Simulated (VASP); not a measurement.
# Ag (Fm-3m) in VASP: notebook

The runs below take Ag through single point, relaxation of cell and atoms, with PBE.

Everything below comes from runs of VASP 6.6.1. Logs are shortened: lines on timing, memory, paths and dates and some standing lists are left out, and cuts for length are marked.

### 1 The cell of the first run

The structure is cubic, space group Fm-3m (No. 225). The conventional cell has a = 4.152 Å, b = 4.152 Å, c = 4.152 Å, α = 90.00°, β = 90.00°, γ = 90.00°. Ag (site symmetry m-3m) has 12 Ag at 2.94 Å within 3.9 Å.

### 2 Single point, PBE

File INCAR:

```
SYSTEM = Ag
ALGO = Normal
EDIFF = 1E-7
ENCUT = 520
GGA = PE
ISIF = 2
ISMEAR = 1
LASPH = .TRUE.
LCHARG = .FALSE.
LREAL = .FALSE.
LWAVE = .FALSE.
NBANDS = 12
NELM = 60
PREC = Accurate
SIGMA = 0.05
```

File KPOINTS:

```
k-points
0
G
  12 12 12
  0 0 0
```

File POSCAR:

```
Ag
1.0
    2.9357537581      0.0000000000      0.0000000000
    1.4678768790      2.5424373338      0.0000000000
    1.4678768790      0.8474791113      2.3970329059
Ag
1
Direct
    0.0000000000      0.0000000000      0.0000000000
```

Potentials or basis: VASP PAW PBE potentials, release 64 (Ag).

Run with:

```
> cat potpaw_PBE.64/Ag/POTCAR > POTCAR
> mpirun -np 1 vasp_std > vasp.out
```

OUTCAR:

```text
SYSTEM = Ag
   EDIFF = 1E-7
   ENCUT = 520
   GGA = PE
   ISIF = 2
   ISMEAR = 1
   LASPH = .TRUE.
   LREAL = .FALSE.
   NELM = 60
   PREC = Accurate

 ion  position               nearest neighbor table
   1  0.000  0.000  0.000-

  LATTYP: Found a face centered cubic cell.
 ALAT       =     4.1517827805

  Lattice vectors:

 A1 = (   2.9357537581,   0.0000000000,   0.0000000000)
 A2 = (   1.4678768790,   2.5424373338,   0.0000000000)
 A3 = (   1.4678768790,   0.8474791113,   2.3970329059)

Analysis of symmetry for initial positions (statically):
=====================================================================
 Subroutine PRICEL returns:
 Original cell was already a primitive cell.

 Routine SETGRP: Setting up the symmetry group for a
 face centered cubic supercell.

 Subroutine GETGRP returns: Found 48 space group operations
 (whereof 48 operations were pure point group operations)
 out of a pool of 48 trial point group operations.

The static configuration has the point symmetry O_h .

Analysis of symmetry for dynamics (positions and initial velocities):
=====================================================================
 Subroutine PRICEL returns:
 Original cell was already a primitive cell.

 Routine SETGRP: Setting up the symmetry group for a
 face centered cubic supercell.

 Subroutine GETGRP returns: Found 48 space group operations
 (whereof 48 operations were pure point group operations)
 out of a pool of 48 trial point group operations.

The dynamic configuration has the point symmetry O_h .

 Subroutine INISYM returns: Found 48 space group operations
 (whereof 48 operations are pure point group operations),
 and found     1 'primitive' translations

----------------------------------------------------------------------------------------

                                     Primitive cell

  volume of cell :      17.8914

  direct lattice vectors                    reciprocal lattice vectors
     2.935753758  0.000000000  0.000000000     0.340628023 -0.196661681 -0.139060808
     1.467876879  2.542437334  0.000000000     0.000000000  0.393323362 -0.139060808
     1.467876879  0.847479111  2.397032906     0.000000000  0.000000000  0.417182425

  length of vectors
     2.935753758  2.935753758  2.935753758     0.417182425  0.417182425  0.417182425

  position of ions in fractional coordinates (direct lattice)
     0.000000000  0.000000000  0.000000000

  ion indices of the primitive-cell ions
   primitive index   ion index
                 1           1

----------------------------------------------------------------------------------------

 KPOINTS: k-points

Automatic generation of k-mesh.
 Grid dimensions read from file:
 generate k-points for:   12   12   12

 Generating k-lattice:

  Cartesian coordinates                     Fractional coordinates (reciprocal lattice)
     0.028385669 -0.016388473 -0.011588401     0.083333333  0.000000000  0.000000000
     0.000000000  0.032776947 -0.011588401     0.000000000  0.083333333  0.000000000
     0.000000000  0.000000000  0.034765202     0.000000000  0.000000000  0.083333333

  Length of vectors
     0.034765202  0.034765202  0.034765202

  Shift w.r.t. Gamma in fractional coordinates (k-lattice)
     0.000000000  0.000000000  0.000000000

 Subroutine IBZKPT returns following result:
 ===========================================

 Found     72 irreducible k-points:

 Following reciprocal coordinates:
            Coordinates               Weight
  0.000000  0.000000  0.000000      1.000000
  0.083333  0.000000  0.000000      8.000000
  0.166667  0.000000  0.000000      8.000000
  0.250000  0.000000  0.000000      8.000000
  0.333333 -0.000000  0.000000      8.000000
  0.416667  0.000000  0.000000      8.000000
[... 16 lines left out ...]
  0.500000  0.166667  0.000000     24.000000
 -0.416667  0.166667 -0.000000     24.000000
 [... further k-points ...]
   k-points           NKPTS =     72   k-points in BZ     NKDIM =     72   number of bands    NBANDS=     12
   number of dos      NEDOS =    301   number of ions     NIONS =      1
   total plane-waves  NPLWV =  13824
   dimension x,y,z NGX =    24 NGY =   24 NGZ =   24
   dimension x,y,z NGXF=    48 NGYF=   48 NGZF=   48
   ions per type =               1
   NGX,Y,Z   is equivalent  to a cutoff of  13.59, 13.59, 13.59 a.u.
   NGXF,Y,Z  is equivalent  to a cutoff of  27.18, 27.18, 27.18 a.u.
 SYSTEM =  Ag
   PREC   = accura    normal or accurate (medium, high low for compatibility)
   ISTART =      0    job   : 0-new  1-cont  2-samecut
   ICHARG =      2    charge: 1-file 2-atom 10-const
   ISPIN  =      1    spin polarized calculation?
   LNONCOLLINEAR =      F non collinear calculations
   LSORBIT =      F    spin-orbit coupling
   LASPH  =      T    aspherical Exc in radial PAW
   ENCUT  =  520.0 eV  38.22 Ry    6.18 a.u.   5.46  5.46  5.46*2*pi/ulx,y,z
   NELM   =     60;   NELMIN=  2; NELMDL= -5     # of ELM steps
   EDIFF  = 0.1E-06   stopping-criterion for ELM
   LREAL  =      F    real-space projection
   EDIFFG = 0.1E-05   stopping-criterion for IOM
   NSW    =      0    number of steps for IOM
   IBRION =     -1    ionic relax: 0-MD 1-quasi-New 2-CG
   NFREE  =      0    steps in history (QN), initial steepest desc. (CG)
   ISIF   =      2    stress and relaxation
   ISYM   =      2    0-nonsym 1-usesym 2-fastsym
   POTIM  = 0.5000    time-step for ionic-motion
   TEBEG  =    0.0;   TEEND  =   0.0 temperature during run
   PSTRESS=    0.0 pullay stress
   NELECT =      11.0000    total number of electrons
   NUPDOWN=      -1.0000    fix difference up-down
   EMIN   =  10.00;   EMAX   =-10.00  energy-range for DOS
   EFERMI =   0.00;   METHOD = LEGACY
   ISMEAR =     1;   SIGMA  =   0.05  broadening in eV -4-tet -1-fermi 0-gaus
   EFERMI_NEDOS =   21; number of points for ismear=-14 and -15
   IALGO  =     38    algorithm
   IMIX   =      4    mixing-type and parameters
     AMIX     =   0.40;   BMIX     =  1.00
     AMIX_MAG =   1.60;   BMIX_MAG =  1.00
  volume/ion in A,a.u.               =      17.89       120.74
  Fermi-wavevector in a.u.,A,eV,Ry     =   1.392059  2.630611 26.365769  1.937829
  Thomas-Fermi vector in A             =   2.515839
   LORBIT       =      0    0 simple, 1 ext, 2 COOP (PROOUT), +10 PAW based schemes
   GGA     = PE    functional components
   LHFCALC =     F    Hartree Fock is set to
   AEXX    =    0.0000 exact exchange contribution
   IVDW    =     0    specifies the selected vdW correction
   LEPSILON=     F    determine dielectric tensor
   LRPA    =     F    only Hartree local field effects (RPA)
 non-spin polarized calculation
 Methfessel and Paxton  Order N= 1 SIGMA  =   0.05
  energy-cutoff  :      520.00
  volume of cell :       17.89
 maximum number of plane-waves:       531
 NGX is ok and might be reduce to    24
   NGX = 11   NGY = 11   NGZ = 11

 number of electron      11.0000000 magnetization

 Free energy of the ion-electron system (eV)
  ---------------------------------------------------
  ext. energy  EPLUGINS =         0.00000000
  ---------------------------------------------------
  free energy    TOTEN  =        -2.71316176 eV

  energy without entropy =       -2.71289214  energy(sigma->0) =       -2.71307189

 E-fermi :   7.7610     XC(G=0): -11.9233

 val. band max:        7.5562008817   @ k =   0.5000   0.3333   0.1667
 cond. band min:       7.7714710142   @ k =   0.5000   0.2500   0.0833
 fundamental gap:      0.2152701325
 Fermi energy:         7.7609527279

 k-point     1 :       0.0000    0.0000    0.0000
  band No.  band energies     occupation
      1       0.3588      2.00000
      2       3.1473      2.00000
      3       3.1473      2.00000
      4       3.1473      2.00000
      5       4.0966      2.00000
      6       4.0966      2.00000
      7      23.6916      0.00000
      8      26.9847      0.00000
      9      26.9847      0.00000
     10      26.9847      0.00000
     11      31.6769      0.00000
     12      32.5232      0.00000

 k-point     2 :       0.0833    0.0000    0.0000
  band No.  band energies     occupation
      1       0.5659      2.00000
      2       3.1047      2.00000
      3       3.2012      2.00000
      4       3.2012      2.00000
      5       4.0777      2.00000
      6       4.0777      2.00000
      7      23.6303      0.00000
      8      25.4192      0.00000
      9      27.0341      0.00000
     10      27.0341      0.00000
     11      31.2984      0.00000
     12      32.3150      0.00000

 k-point     3 :       0.1667    0.0000    0.0000
  band No.  band energies     occupation
      1       1.1242      2.00000
      2       3.0597      2.00000
      3       3.3094      2.00000
      4       3.3094      2.00000
      5       4.0736      2.00000
      6       4.0736      2.00000
      7      21.6979      0.00000
      8      24.5066      0.00000
      9      27.0743      0.00000
     10      27.0743      0.00000
     11      30.1820      0.00000
     12      31.5219      0.00000
[... 286 lines left out ...]
 k-point    23 :       0.5000    0.1667    0.0000
  band No.  band energies     occupation
      1       2.0525      2.00000
      2       2.9196      2.00000
      3       3.5076      2.00000
      4       3.7782      2.00000
      5       4.8532      2.00000
      6       8.3600     -0.00000
      7      12.2631      0.00000
      8      20.9386      0.00000
      9      22.7209      0.00000
     10      23.8261      0.00000
     11      32.1456      0.00000
     12      32.1740      0.00000

 k-point    24 :      -0.4167    0.1667   -0.0000
  band No.  band energies     occupation
      1       2.0871      2.00000
      2       2.9151      2.00000
      3       3.4661      2.00000
      4       3.9155      2.00000
      5       4.7040      2.00000
      6       8.9341      0.00000
      7      11.6389      0.00000
      8      20.1646      0.00000
      9      23.6064      0.00000
     10      23.8388      0.00000
     11      31.6043      0.00000
     12      31.8098      0.00000

 [... further k-points ...]
[... 5 lines left out ...]
  --------------------------------------------------------------------------------------
  -------------------------------------------------------------------------------------
  Total       -0.0143691     -0.0143691     -0.0143691      0.0000000     -0.0000000      0.0000000
  in kB       -1.2867580     -1.2867580     -1.2867580      0.0000000     -0.0000000      0.0000000
  external PRESSURE =      -1.2867580 kB  Pullay stress =       0.0000000 kB

 VOLUME and BASIS-vectors are now :
 -----------------------------------------------------------------------------
  energy-cutoff  :      520.00
  volume of cell :       17.89
      direct lattice vectors                 reciprocal lattice vectors
     2.935753758  0.000000000  0.000000000     0.340628023 -0.196661681 -0.139060808
     1.467876879  2.542437334  0.000000000     0.000000000  0.393323362 -0.139060808
     1.467876879  0.847479111  2.397032906     0.000000000  0.000000000  0.417182425

 POSITION                                       TOTAL-FORCE (eV/Angst)
 -----------------------------------------------------------------------------------
      0.00000      0.00000      0.00000         0.000000      0.000000      0.000000
 -----------------------------------------------------------------------------------
    total drift:                                0.000000     -0.000000     -0.000000

  FREE ENERGIE OF THE ION-ELECTRON SYSTEM (eV)
  ---------------------------------------------------
  free  energy   TOTEN  =        -2.7131617623 eV

  energy  without entropy=       -2.7128921376  energy(sigma->0) =       -2.71307189
```

Run time: 21 s. Hardware: 1 thread of AMD EPYC 7R13, shared host; peak memory 0.12 GiB.

What came out:

| Property | Result |
| --- | --- |
| Free energy | -2.7132 eV |
| Pressure | -0.1 GPa |
| Band gap on the k mesh | zero (an odd number of electrons rules out a gap without spin polarisation) |

### 3 Relaxation of cell and atoms, PBE

This run uses another cell than the first one, of 17.05 Å³/atom.

File INCAR:

```
SYSTEM = Ag
  ALGO = Normal
  EDIFF = 1E-7
  EDIFFG = -0.01
  ENCUT = 600
  GGA = PE
  IBRION = 2
  ISIF = 3
  ISMEAR = 1
  LASPH = .True.
  LCHARG = .False.
  LREAL = .False.
  LWAVE = .False.
  NELM = 60
  NSW = 80
  PREC = Accurate
  SIGMA = 0.05
```

File KPOINTS:

```
k-points
0
Gamma
  12 12 12
  0 0 0
```

File POSCAR:

```
Ag
1.0
    2.8888850000      0.0000000000      0.0000000000
    1.4444425000      2.5018477986      0.0000000000
    1.4444425000      0.8339492662      2.3587647252
Ag
1
Direct
    0.0000000000      0.0000000000      0.0000000000
```

Potentials or basis: VASP PAW PBE potentials, release 64 (Ag).

Run with:

```
> cat potpaw_PBE.64/Ag/POTCAR > POTCAR
> mpirun -np 1 vasp_std > vasp.out
```

It took 39 s on 1 thread of AMD EPYC 7R13, shared host; peak memory 0.13 GiB.

It converged, with:

* Free energy: -2.7124 eV
* Relaxed volume: 17.86 Å³/atom
* Relaxed cell: a = 2.934 Å, b = 2.934 Å, c = 2.934 Å, α = 60.00°, β = 60.00°, γ = 60.00°
* Space group after relaxing (to 0.1 Å): Fm-3m (No. 225)
* Energy gained by relaxing: 11.2 meV/atom
* Ionic steps: 3
* Pressure after relaxing: 0.0 GPa
* Band gap on the k mesh: zero (an odd number of electrons rules out a gap without spin polarisation)

The path:
| step | energy change (eV) | largest force (eV/Å) | pressure (GPa) | volume (Å³) |
| --- | --- | --- | --- | --- |
| 1 | 0.0000 | 0.0000 | 4.60 | 17.05 |
| 2 | -0.0085 | 0.0000 | -2.03 | 18.28 |
| 3 | -0.0112 | 0.0000 | 0.01 | 17.86 |

Final structure:
```
Ag
1.0
     2.93398    0.00000    0.00000
     1.46699    2.54090    0.00000
     1.46699    0.84697    2.39559
Ag
1
Direct
  0.00000 0.00000 0.00000
```

Levels at points of the mesh, in eV from the Fermi level:
```
           k point  band 3  band 4  band 5  band 6  band 7  band 8  band 9
(0.00, 0.00, 0.00)   -4.62   -4.62   -3.67   -3.67   15.93   19.24   19.24
(0.50, 0.00, 0.00)   -4.64   -2.93   -2.93   -0.26    3.37   15.16   17.41
(0.50, 0.50, 0.00)   -2.97   -2.74   -2.74    1.67    6.41   10.45   10.45
```

(Continued in part 2 of 2.)
